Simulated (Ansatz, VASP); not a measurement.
## WSe2: VASP beside Ansatz

```xyz
3
Lattice="3.1540 0.0000 0.0000 -1.5770 2.7314 0.0000 0.0000 0.0000 32.7374" Properties=species:S:1:pos:R:3 pbc="T T T"
Se    0.0000    1.8210   14.6842
Se    0.0000    1.8210   18.0532
W     1.5770    0.9105   16.3687
```

Alike in both runs: task single point; functional PBE; dispersion D3(BJ); k mesh 9 × 9 × 1; occupations gaussian, width 0.02 eV; no spin polarisation.

```csv
,VASP,Ansatz
version,VASP 6.6.1,Ansatz 0.2.0
potentials or method,"VASP PAW PBE potentials, release 64 (Se, W_sv), cutoff 520 eV","scalar-relativistic, plane waves, PAW"
valence electrons in the cell,26,46
```

|  | VASP | Ansatz | Ansatz less VASP |
| --- | --- | --- | --- |
| gap on the k mesh at the Fermi level (eV) | 1.70 | 1.70 | -0.002 |
| least direct gap on the mesh (eV) | 2.16 | 2.17 | +0.004 |
| rms of the force components (eV/Å) | 0.493 | 0.464 | -0.0297 |

VASP's potentials hold 26 valence electrons a cell and Ansatz's 46, so a difference there can come from the potentials and not from the codes.

Spin-orbit coupling is off throughout.
